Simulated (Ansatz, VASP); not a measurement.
Given: the input of a run of Ansatz 0.2.0 on PbS.

input.yaml

```yaml
crystal:
  lattice:
    - [0.0, 2.9853913009, 2.9853913009]
    - [2.9853913009, 0.0, 2.9853913009]
    - [2.9853913009, 2.9853913009, 0.0]
  atoms:
    - { symbol: Pb, position: [0.0, 0.0, 0.0], spin: 0.5 }
    - { symbol: S, position: [0.5, 0.5, 0.5] }
hamiltonian:
  xc: pbe
  pseudopotentials: { kind: paw, core: small }
magnetization:
  spin_polarized: true
kpoints:
  mp_grid: { grid: [8, 8, 8] }
scf:
  occupations: { method: gaussian, width: 0.02 }
output:
  forces: true
  stress: true
  eigenvalues: true
```

Potentials or basis: Ansatz PAW.

Launch:

```console
$ ansatz run input.yaml --threads 1 --pin off --max-ram 2560MiB --backend cpu --events-out ev --progress --plain --runs-dir out
```

Question: Translate it to VASP 6.6.1. Potentials there: VASP PAW PBE potentials, release 64 (Pb_d, S).

Answer: As run (the cutoff follows the program's own potentials):

INCAR

```
SYSTEM = PbS
PREC = Accurate
ENCUT = 520
EDIFF = 1E-7
ISMEAR = 0
SIGMA = 0.02
LREAL = .FALSE.
LASPH = .TRUE.
NELM = 150
ALGO = Normal
ISIF = 2
LWAVE = .FALSE.
LCHARG = .FALSE.
ISPIN = 2
MAGMOM = 0.5 0
LORBIT = 11
GGA = PE
NBANDS = 21
```

KPOINTS

```
regular mesh
0
G
  8 8 8
  0 0 0
```

Contents of POSCAR:

```
PbS
1.0
    0.0000000000      2.9853913009      2.9853913009
    2.9853913009      0.0000000000      2.9853913009
    2.9853913009      2.9853913009      0.0000000000
Pb S
1 1
Direct
    0.0000000000      0.0000000000      0.0000000000
    0.5000000000      0.5000000000      0.5000000000
```

Potentials or basis: VASP PAW PBE potentials, release 64 (Pb_d, S).

Run with:

```sh
$ cat potpaw_PBE.64/Pb_d/POTCAR potpaw_PBE.64/S/POTCAR > POTCAR
$ mpirun -np 1 vasp_std > vasp.out
```

Both were run:

|  | VASP | Ansatz | Ansatz less VASP |
| --- | --- | --- | --- |
| gap on the k mesh at the Fermi level (eV) | 0.44 | 0.43 | -0.007 |
| least direct gap on the mesh (eV) | 0.44 | 0.43 | -0.007 |
| pressure (GPa) | 1.0 | 1.0 | +0.07 |
| net moment per atom (μB) | 0.00 | 0.00 | 0.000 |

With one functional, cell and mesh, what is left measures potentials, basis and numerics.

Spin-orbit coupling is off throughout.
